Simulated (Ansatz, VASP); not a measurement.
# C: VASP beside Ansatz

File INCAR:

```
ALGO = Normal
EDIFF = 1E-6
ENCUT = 520
GGA = PE
ISIF = 2
ISMEAR = 0
LASPH = True
LCHARG = False
LREAL = False
LWAVE = False
NBANDS = 11
NELM = 60
PREC = Accurate
SIGMA = 0.05
```

The input KPOINTS:

```
k-points
0
Gamma
  12 12 12
```

Contents of POSCAR:

```
C
1.0
    0.0000000000      1.8059337262      1.8795997496
    1.6719955017      0.0000000000      1.8795997496
    1.6719955017      1.8059337262      0.0000000000
C
2
Direct
    0.5000000000      0.5000000000      0.5000000000
    0.7500000000      0.7500000000      0.7500000000
```

Input for Ansatz:

```yaml
crystal:
  lattice:
    - [0.0, 1.8059337262, 1.8795997496]
    - [1.6719955017, 0.0, 1.8795997496]
    - [1.6719955017, 1.8059337262, 0.0]
  atoms:
    - { symbol: C, position: [0.5, 0.5, 0.5] }
    - { symbol: C, position: [0.75, 0.75, 0.75] }
basis:
  ecutwfc: 520.0
kpoints:
  mp_grid: { grid: [12, 12, 12] }
hamiltonian:
  xc: pbe
  pseudopotentials: { kind: paw, azcp: { folder: soft_1 } }
scf:
  occupations: { method: gaussian, width: 0.05 }
output:
  forces: true
  stress: true
  eigenvalues: true
```

Change from the starting cell: strain +e along x and -e along y -0.0375, strain +e along z and -e/2 along x and y +0.0525.

Alike in both runs: task single point; functional PBE; k mesh 12 × 12 × 12; occupations gaussian, width 0.05 eV; no spin polarisation.

```csv
,VASP,Ansatz
version,VASP 6.6.1,Ansatz 0.2.0
potentials or method,"VASP PAW PBE potentials, release 64 (C), cutoff 520 eV","scalar-relativistic, plane waves, PAW"
valence electrons in the cell,8,8
```

VASP gave:

| Property | Result |
| --- | --- |
| gap on the k mesh at the Fermi level (eV) | 1.80 |
| least direct gap on the mesh (eV) | 4.00 |
| pressure (GPa) | 2.4 |
| traceless stress, the component that is largest in VASP (GPa) | 54.73 |

Question: What did Ansatz give for the same quantities?

Answer: gap on the k mesh at the Fermi level (eV): 1.81; least direct gap on the mesh (eV): 4.01; pressure (GPa): 1.8; traceless stress, the component that is largest in VASP (GPa): 54.73.

The functional is the same, so the differences come from potentials, cutoffs and numerics.
